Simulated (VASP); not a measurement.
Si, 32 atoms in the cell. It takes space group Fd-3m (No. 227, cubic). The conventional cell has a = 5.402 Å, b = 5.402 Å, c = 5.402 Å, α = 90.00°, β = 90.00°, γ = 90.00°. Within 3.1 Å of Si (site symmetry -43m) lie 4 Si at 2.34 Å. 

```yaml
Program: VASP 6.6.1
Task: single point
Functional: LDA
Potentials_or_basis: VASP PAW LDA potentials, release 64 (Si)
Cutoff: 520 eV
k_mesh: 3 × 3 × 3
Occupations: gaussian, width 0.02 eV
Spin: no spin polarisation
Dipole_correction: no
Further_INCAR_settings: LREAL = Auto; ALGO = Normal; EDIFF = 1e-06; NBANDS = 86
```

Potentials or basis: VASP PAW LDA potentials, release 64 (Si).

Command:

```sh
$ cat potpaw_LDA.64/Si/POTCAR > POTCAR
$ mpirun -np 1 vasp_std > vasp.out
```

Hardware: 1 thread of AMD EPYC 7R13 Processor (Zen 3), with other jobs on the host.

**Question.** Estimate the wall time of this run.

**Answer.** Run time: 5.9 min on 1 thread of AMD EPYC 7R13 Processor (Zen 3), on a shared host, peak memory 0.51 GiB. Counts: scf iterations 12, k points 4.
